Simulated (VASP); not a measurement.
# B (P6_3/mmc) in VASP: notebook, part 2 of 2

VASP 6.6.1. Earlier steps stand in the parts before.

## Step 3: Single point, RPBE (volume scaled by 1.04)

Contents of INCAR:

```
SYSTEM = B
  PREC = Accurate
  ENCUT = 520
  EDIFF = 1E-6
  ISMEAR = -1
  SIGMA = 0.1
  LREAL = .False.
  LASPH = .True.
  NELM = 60
  ALGO = Normal
  ISIF = 2
  LWAVE = .False.
  LCHARG = .True.
  GGA = RP
  LELF = .True.
  LVHAR = .True.
  NBANDS = 14
```

Contents of KPOINTS:

```
regular mesh
0
Gamma
  23 23 2
  0 0 0
```

Contents of POSCAR:

```
B
1.0
    1.7472065076      0.0000000000      0.0000000000
   -0.8736032538      1.5131252212      0.0000000000
    0.0000000000      0.0000000000     21.5979982238
B
4
Direct
    1.0000000000      1.0000000000      0.0000000000
    1.0000000000      0.0000000000      0.5000000000
    0.3333333333      0.6666666667      0.2500000000
    0.6666666667      0.3333333333      0.7500000000
```

Potentials or basis: VASP PAW PBE potentials, release 64 (B).

Launch:

```
> cat potpaw_PBE.64/B/POTCAR > POTCAR
> mpirun -np 1 vasp_std > vasp.out
```

OUTCAR:

```text
SYSTEM = B
   PREC = Accurate
   ENCUT = 520
   EDIFF = 1E-6
   ISMEAR = -1
   LREAL = .False.
   LASPH = .True.
   NELM = 60
   ISIF = 2
   GGA = RP

 ion  position               nearest neighbor table
   1  0.000  0.000  0.000-
   2  0.000  0.000  0.500-
   3  0.333  0.667  0.250-
   4  0.667  0.333  0.750-

  LATTYP: Found a hexagonal cell.
 ALAT       =     1.7472065076
 C/A-ratio  =    12.3614456161

  Lattice vectors:

 A1 = (   1.7472065076,   0.0000000000,   0.0000000000)
 A2 = (  -0.8736032538,   1.5131252212,   0.0000000000)
 A3 = (   0.0000000000,   0.0000000000,  21.5979982238)

Analysis of symmetry for initial positions (statically):
=====================================================================
 Subroutine PRICEL returns:
 Original cell was already a primitive cell.

 Routine SETGRP: Setting up the symmetry group for a
 hexagonal supercell.

 Subroutine GETGRP returns: Found 24 space group operations
 (whereof 12 operations were pure point group operations)
 out of a pool of 24 trial point group operations.

The static configuration has the point symmetry D_3d.
 The point group associated with its full space group is D_6h.

Analysis of symmetry for dynamics (positions and initial velocities):
=====================================================================
 Subroutine PRICEL returns:
 Original cell was already a primitive cell.

 Routine SETGRP: Setting up the symmetry group for a
 hexagonal supercell.

 Subroutine GETGRP returns: Found 24 space group operations
 (whereof 12 operations were pure point group operations)
 out of a pool of 24 trial point group operations.

The dynamic configuration has the point symmetry D_3d.
 The point group associated with its full space group is D_6h.

 Subroutine INISYM returns: Found 24 space group operations
 (whereof 12 operations are pure point group operations),
 and found     1 'primitive' translations
[... 122 lines left out ...]
  Thomas-Fermi vector in A             =   2.103695
   LORBIT       =      0    0 simple, 1 ext, 2 COOP (PROOUT), +10 PAW based schemes
   GGA     = RP    functional components
   LHFCALC =     F    Hartree Fock is set to
   AEXX    =    0.0000 exact exchange contribution
   IVDW    =     0    specifies the selected vdW correction
   LEPSILON=     F    determine dielectric tensor
   LRPA    =     F    only Hartree local field effects (RPA)
 non-spin polarized calculation
  energy-cutoff  :      520.00
  volume of cell :       57.10
 maximum number of plane-waves:      1592
 NGX is ok and might be reduce to    14
   NGX =  7   NGY =  7   NGZ = 81

 number of electron      12.0000000 magnetization

 Free energy of the ion-electron system (eV)
  ---------------------------------------------------
  ext. energy  EPLUGINS =         0.00000000
  ---------------------------------------------------
  free energy    TOTEN  =       -22.82054981 eV

  energy without entropy =      -22.78159746  energy(sigma->0) =      -22.80107363

 E-fermi :   2.2472     XC(G=0):  -7.4274

 val. band max:        2.2441935351   @ k =   0.3478  -0.0000   0.0000
 cond. band min:       2.2568262426   @ k =   0.2609   0.1304   0.0000
 fundamental gap:      0.0126327075
 Fermi energy:         2.2471909623

 k-point     1 :       0.0000    0.0000    0.0000
  band No.  band energies     occupation
      1     -14.4802      2.00000
      2     -14.4767      2.00000
      3     -14.4767      2.00000
      4     -14.4732      2.00000
      5      -5.1841      2.00000
      6      -5.1182      2.00000
      7      -5.1182      2.00000
      8      -5.0498      2.00000
      9       4.1605      0.00000
     10       4.9047      0.00000
     11       4.9047      0.00000
     12       6.4154      0.00000
     13       7.8485      0.00000
     14      10.3265      0.00000
[... 377 lines left out ...]
      1     -13.4691      2.00000
      2     -13.4661      2.00000
      3     -13.4660      2.00000
      4     -13.4630      2.00000
      5      -3.7593      2.00000
      6      -3.6949      2.00000
      7      -3.6948      2.00000
      8      -3.6282      2.00000
      9       5.5367      0.00000
     10       6.2831      0.00000
     11       6.2831      0.00000
     12       7.8737      0.00000
     13       9.0374      0.00000
     14      11.5939      0.00000

 [... further k-points ...]
[... 5 lines left out ...]
  --------------------------------------------------------------------------------------
  -------------------------------------------------------------------------------------
  Total       -2.9297694     -2.9297694     -0.0310657      0.0000000     -0.0000000      0.0000000
  in kB      -82.2074953    -82.2074953     -0.8716831      0.0000000     -0.0000000      0.0000000
  external PRESSURE =     -55.0955579 kB  Pullay stress =       0.0000000 kB

 VOLUME and BASIS-vectors are now :
 -----------------------------------------------------------------------------
  energy-cutoff  :      520.00
  volume of cell :       57.10
      direct lattice vectors                 reciprocal lattice vectors
     1.747206508  0.000000000  0.000000000     0.572342191  0.330441918  0.000000000
    -0.873603254  1.513125221  0.000000000     0.000000000  0.660883836  0.000000000
     0.000000000  0.000000000 21.597998224     0.000000000  0.000000000  0.046300587

 POSITION                                       TOTAL-FORCE (eV/Angst)
 -----------------------------------------------------------------------------------
      0.00000      0.00000      0.00000        -0.000000      0.000000      0.000000
      0.00000      0.00000     10.79900        -0.000000      0.000000      0.000000
     -0.00000      1.00875      5.39950        -0.000000      0.000000     -0.000000
      0.87360      0.50438     16.19850         0.000000      0.000000     -0.000000
 -----------------------------------------------------------------------------------
    total drift:                                0.000000      0.000000      0.000000

  FREE ENERGIE OF THE ION-ELECTRON SYSTEM (eV)
  ---------------------------------------------------
  free  energy   TOTEN  =       -22.8205498064 eV

  energy  without entropy=      -22.7815974604  energy(sigma->0) =      -22.80107363
```

OSZICAR:

```text
N       E                     dE             d eps       ncg     rms          rms(c)
DAV:   1     0.265001647294E+02    0.26500E+02   -0.56323E+03  3136   0.733E+02
DAV:   2    -0.226304467406E+02   -0.49131E+02   -0.45711E+02  4350   0.145E+02
DAV:   3    -0.244692147041E+02   -0.18388E+01   -0.17767E+01  3876   0.243E+01
DAV:   4    -0.244879301367E+02   -0.18715E-01   -0.18606E-01  4040   0.265E+00
DAV:   5    -0.244884076522E+02   -0.47752E-03   -0.47710E-03  4066   0.306E-01    0.612E+00
DAV:   6    -0.232628513855E+02    0.12256E+01   -0.58277E-01  3646   0.406E+00    0.343E+00
DAV:   7    -0.228017331988E+02    0.46112E+00   -0.86409E-01  3658   0.482E+00    0.777E-01
DAV:   8    -0.228343891790E+02   -0.32656E-01   -0.69501E-02  3640   0.162E+00    0.408E-01
DAV:   9    -0.228235627704E+02    0.10826E-01   -0.71620E-03  3700   0.470E-01    0.137E-01
DAV:  10    -0.228206873290E+02    0.28754E-02   -0.88732E-03  3658   0.568E-01    0.489E-02
DAV:  11    -0.228205842600E+02    0.10307E-03   -0.50032E-04  3826   0.117E-01    0.211E-02
DAV:  12    -0.228205655296E+02    0.18730E-04   -0.88936E-05  3838   0.515E-02    0.113E-02
DAV:  13    -0.228205498665E+02    0.15663E-04   -0.27906E-05  3670   0.351E-02    0.771E-04
DAV:  14    -0.228205498064E+02    0.60114E-07   -0.65924E-07  3264   0.497E-03
   1 F= -.22820550E+02 E0= -.22801074E+02  d E =-.389523E-01
```

stdout:

```text
POSCAR found type information on POSCAR B
 POSCAR found :  1 types and       4 ions
 scaLAPACK will be used
 -----------------------------------------------------------------------------
|                                                                             |
|                                                                             |
|     You enforced a specific xc type in the INCAR file but a different       |
|     I HOPE YOU KNOW WHAT YOU ARE DOING!                                     |
|                                                                             |
 -----------------------------------------------------------------------------

 LDA part: xc-table for (Slater+PW92), standard interpolation
 POSCAR, INCAR and KPOINTS ok, starting setup
 FFT: planning ... GRIDC
 FFT: planning ... GRID_SOFT
 FFT: planning ... GRID
 WAVECAR not read
 entering main loop
```

Wall time 90 s (1 thread of Intel Xeon Platinum 8175M at 2.50GHz (Skylake/Cascade Lake), shared host); peak memory 0.2 GiB.

Results:

| Property | Result |
| --- | --- |
| Free energy | -22.8205 eV |
| Pressure | -5.5 GPa |
| Band gap on the k mesh | zero (band 6 reaches 5.42 eV, above the bottom of band 7 at -5.12 eV) |

Caveat: the PAW data sets were made with another functional, which shifts forces and pressure a little; this functional lacks dispersion, which binds the layers, so the pressure and a relaxed spacing across them are unreliable.

## Step 4: Single point, RPBE (volume scaled by 1.08)

Contents of INCAR:

```
PREC     = Accurate       # precision mode
ENCUT    = 520            # plane-wave cutoff, eV
EDIFF    = 1E-6           # SCF threshold, eV
ISMEAR   = -1             # smearing method
SIGMA    = 0.1            # smearing width, eV
LREAL    = False          # projectors in reciprocal space
LASPH    = True           # aspherical terms in the spheres
NELM     = 60             # most SCF steps
ALGO     = Normal         # electronic algorithm
ISIF     = 2              # what is computed and relaxed
LWAVE    = False          # write WAVECAR
LCHARG   = False          # write CHGCAR
GGA      = RP             # functional
NBANDS   = 14             # bands
```

Contents of KPOINTS:

```
regular mesh
0
Gamma
  23 23 2
```

Contents of POSCAR:

```
B
1.0
    1.7693253937      0.0000000000      0.0000000000
   -0.8846626969      1.5322807385      0.0000000000
    0.0000000000      0.0000000000     21.8714196323
B
4
Direct
    1.0000000000      1.0000000000      0.0000000000
    1.0000000000      0.0000000000      0.5000000000
    0.3333333333      0.6666666667      0.2500000000
    0.6666666667      0.3333333333      0.7500000000
```

Launch:

```
> cat potpaw_PBE.64/B/POTCAR > POTCAR
> mpirun -np 1 vasp_std > vasp.out
```

Wall time 80 s (1 thread of Intel Xeon Platinum 8175M at 2.50GHz (Skylake/Cascade Lake), shared host); peak memory 0.21 GiB.

Results (log left out):

| Property | Result |
| --- | --- |
| Free energy | -22.7216 eV |
| Pressure | -8.9 GPa |
| Band gap on the k mesh | zero (band 6 reaches 5.14 eV, above the bottom of band 7 at -5.10 eV) |

Stress tensor (GPa, compression positive):
```
-13.32   0.00   0.00
  0.00 -13.32   0.00
  0.00   0.00  -0.09
```

Levels at points of the mesh, in eV from the Fermi level:
```
           k point  band 4  band 5  band 6  band 7  band 8  band 9  band 10  band 11  band 12  band 13
(0.00, 0.00, 0.00)  -16.43   -7.18   -7.12   -7.12   -7.05    2.00     2.72     2.72     4.18     5.59
(0.00, 0.00, 0.50)  -16.43   -7.16   -7.16   -7.07   -7.07    2.18     2.18     3.53     3.53     6.48
```

Caveat: the PAW data sets were made with another functional, which shifts forces and pressure a little; this functional lacks dispersion, which binds the layers, so the pressure and a relaxed spacing across them are unreliable.

## Step 5: Single point, RPBE (volume scaled by 1.12)

Contents of INCAR:

```
PREC = Accurate ; ENCUT = 520
EDIFF = 1E-6 ; ISMEAR = -1
SIGMA = 0.1 ; LREAL = F
LASPH = T ; NELM = 80
ALGO = Normal ; ISIF = 2
LWAVE = F ; LCHARG = T
GGA = RP ; LELF = T
LVHAR = T ; NBANDS = 14
```

KPOINTS is that of step 4.

Contents of POSCAR:

```
B
1.0
    1.7909046594      0.0000000000      0.0000000000
   -0.8954523297      1.5509689308      0.0000000000
    0.0000000000      0.0000000000     22.1381705516
B
4
Direct
    1.0000000000      1.0000000000      0.0000000000
    1.0000000000      0.0000000000      0.5000000000
    0.3333333333      0.6666666667      0.2500000000
    0.6666666667      0.3333333333      0.7500000000
```

Potentials or basis: VASP PAW PBE potentials, release 64 (B).

Launch:

```
> cat potpaw_PBE.64/B/POTCAR > POTCAR
> mpirun -np 1 vasp_std > vasp.out
```

OUTCAR:

```text
PREC = Accurate
   ENCUT = 520
   EDIFF = 1E-6
   ISMEAR = -1
   LREAL = F
   LASPH = T
   NELM = 80
   ISIF = 2
   GGA = RP

 ion  position               nearest neighbor table
   1  0.000  0.000  0.000-
   2  0.000  0.000  0.500-
   3  0.333  0.667  0.250-
   4  0.667  0.333  0.750-

  LATTYP: Found a hexagonal cell.
 ALAT       =     1.7909046594
 C/A-ratio  =    12.3614456166

  Lattice vectors:
[... 593 lines left out ...]
      9       5.1937      0.00000
     10       5.8958      0.00000
     11       5.8959      0.00000
     12       7.3844      0.00000
     13       8.5205      0.00000
     14      10.9257      0.00000

 [... further k-points ...]
[... 5 lines left out ...]
  --------------------------------------------------------------------------------------
  -------------------------------------------------------------------------------------
  Total       -6.6079748     -6.6079748     -0.0338085      0.0000000      0.0000000      0.0000000
  in kB     -172.1716601   -172.1716601     -0.8808842      0.0000000      0.0000000      0.0000000
  external PRESSURE =    -115.0747348 kB  Pullay stress =       0.0000000 kB

 VOLUME and BASIS-vectors are now :
 -----------------------------------------------------------------------------
  energy-cutoff  :      520.00
  volume of cell :       61.49
      direct lattice vectors                 reciprocal lattice vectors
     1.790904659  0.000000000  0.000000000     0.558377016  0.322379121  0.000000000
    -0.895452330  1.550968931  0.000000000     0.000000000  0.644758241  0.000000000
     0.000000000  0.000000000 22.138170552     0.000000000  0.000000000  0.045170851

 POSITION                                       TOTAL-FORCE (eV/Angst)
 -----------------------------------------------------------------------------------
      0.00000      0.00000      0.00000        -0.000000     -0.000000     -0.000000
      0.00000      0.00000     11.06909        -0.000000     -0.000000     -0.000000
     -0.00000      1.03398      5.53454         0.000000     -0.000000      0.000000
      0.89545      0.51699     16.60363        -0.000000      0.000000      0.000000
 -----------------------------------------------------------------------------------
    total drift:                                0.000000      0.000000      0.000000

  FREE ENERGIE OF THE ION-ELECTRON SYSTEM (eV)
  ---------------------------------------------------
  free  energy   TOTEN  =       -22.5816011121 eV

  energy  without entropy=      -22.5227494973  energy(sigma->0) =      -22.55217530
```

It took 83 s on 1 thread of Intel Xeon Platinum 8175M at 2.50GHz (Skylake/Cascade Lake), shared host; peak memory 0.21 GiB.

Results:

```yaml
Free_energy: -22.5816 eV
Pressure: -11.5 GPa
Band_gap_on_the_k_mesh: zero (band 6 reaches 4.87 eV, above the bottom of band 7 at -5.07 eV)
```

Stress tensor (GPa, compression positive):
```
-17.22   0.00   0.00
  0.00 -17.22   0.00
  0.00   0.00  -0.09
```

Caveat: the PAW data sets were made with another functional, which shifts forces and pressure a little.

## Step 6: The runs side by side

| cell | gap on the mesh (eV) | pressure (GPa) |
| --- | --- | --- |
| a = 1.725, b = 1.725, c = 21.317 Å, angles 90.0, 90.0, 120.0°, 4 atoms | none | -1.2 |
| a = 1.747, b = 1.747, c = 21.598 Å, angles 90.0, 90.0, 120.0°, 4 atoms | none | -5.5 |
| a = 1.769, b = 1.769, c = 21.871 Å, angles 90.0, 90.0, 120.0°, 4 atoms | none | -8.9 |
| a = 1.791, b = 1.791, c = 22.138 Å, angles 90.0, 90.0, 120.0°, 4 atoms | none | -11.5 |

Alike in all rows: task single point; level RPBE; potentials or basis VASP PAW PBE potentials, release 64 (B); no spin polarisation; k mesh 23 × 23 × 2; cutoff (eV) 520; smearing fermi-dirac 0.1 eV.

Caveats: the PAW data sets were made with another functional, which shifts forces and pressure a little; this functional lacks dispersion, which binds the layers, so the pressure and a relaxed spacing across them are unreliable (some runs).

Absolute energies hang on the potentials; compare differences alone.
